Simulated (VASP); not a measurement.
## NaF (Villiaumite): single point with r2SCAN

The system is NaF (Villiaumite).

```
Na F
1.0
     2.29707    2.29707    0.00000
    -2.29707    2.29707    0.00000
     0.00000    2.29707    2.29707
Na F
1 1
Direct
  0.00000 0.00000 0.00000
  0.50000 0.50000 0.00000
```

```
Program             : VASP 6.6.1
Task                : single point
Functional          : r2SCAN
Potentials or basis : VASP PAW PBE potentials, release 64 (Na_pv, F)
Cutoff              : 660 eV
k mesh              : 8 × 8 × 8
Occupations         : gaussian, width 0.01 eV
Spin                : no spin polarisation
```

- Pressure: -0.8 GPa
- Band gap on the k mesh: 7.32 eV, direct

Levels at points of the mesh, in eV from the valence-band top:
```
           k point  band 3  band 4  band 5  band 6  band 7  band 8  band 9  band 10  band 11  band 12
(0.00, 0.00, 0.00)  -19.42  -19.42    0.00    0.00    0.00    7.32   19.97    19.97    19.97    22.69
(0.50, 0.00, 0.00)  -19.43  -18.90   -1.61   -0.28   -0.28   11.80   13.64    21.71    21.71    24.21
(0.50, 0.50, 0.00)  -19.47  -19.47   -1.30   -0.41   -0.41   14.01   14.29    15.11    21.46    21.46
```

Run time: 100 s on 1 thread of Intel Xeon 8259CL, on a shared host, peak memory 0.16 GiB.

Caveat: the PAW data sets were made with another functional, which shifts forces and pressure a little. r2SCAN opens gaps a little over a GGA but as a rule still falls short of measured ones.
